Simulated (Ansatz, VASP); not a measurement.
## One calculation of Na3MgBiO4, two programs

```
CELL_PARAMETERS angstrom
3.34788 0.00000 0.00000
0.00000 3.27782 5.85825
0.00000 -3.27782 5.85825
ATOMIC_POSITIONS crystal
Na 0.00000 0.04357 0.53637
Na 0.50000 0.93023 0.93023
Na 0.00000 0.53637 0.04357
Mg 0.00000 0.11265 0.11265
Bi 0.50000 0.55360 0.55360
O 0.00000 0.24267 0.76368
O 0.50000 0.20517 0.20517
O 0.00000 0.76368 0.24267
O 0.50000 0.73701 0.73701
```

Alike in both runs: task single point; functional PBE; k mesh 6 × 4 × 4; occupations gaussian, width 0.1 eV; no spin polarisation.

|  | VASP | Ansatz |
| --- | --- | --- |
| version | VASP 6.6.1 | Ansatz 0.2.0 |
| potentials or method | VASP PAW PBE potentials, release 64 (Na_pv, Mg, Bi_d, O), cutoff 520 eV | scalar-relativistic, plane waves, PAW |
| valence electrons in the cell | 62 | 76 |

Ansatz gave:

| Item | Value |
| --- | --- |
| gap on the k mesh at the Fermi level (eV) | 2.27 |
| least direct gap on the mesh (eV) | 2.48 |
| pressure (GPa) | 0.0 |
| traceless stress, the component that is largest in VASP (GPa) | -0.35 |
| rms of the force components (eV/Å) | 0.051 |

Problem. Estimate VASP's values.

Solution. gap on the k mesh at the Fermi level (eV): 2.27; least direct gap on the mesh (eV): 2.47; pressure (GPa): 0.0; traceless stress, the component that is largest in VASP (GPa): -0.28; rms of the force components (eV/Å): 0.045.

Atom by atom the forces differ by 0.012 eV/Å (rms over components). The functional is the same, so the differences come from potentials, cutoffs and numerics. VASP's potentials hold 62 valence electrons a cell and Ansatz's 76, so a difference there can come from the potentials and not from the codes.

Spin-orbit coupling is off throughout.
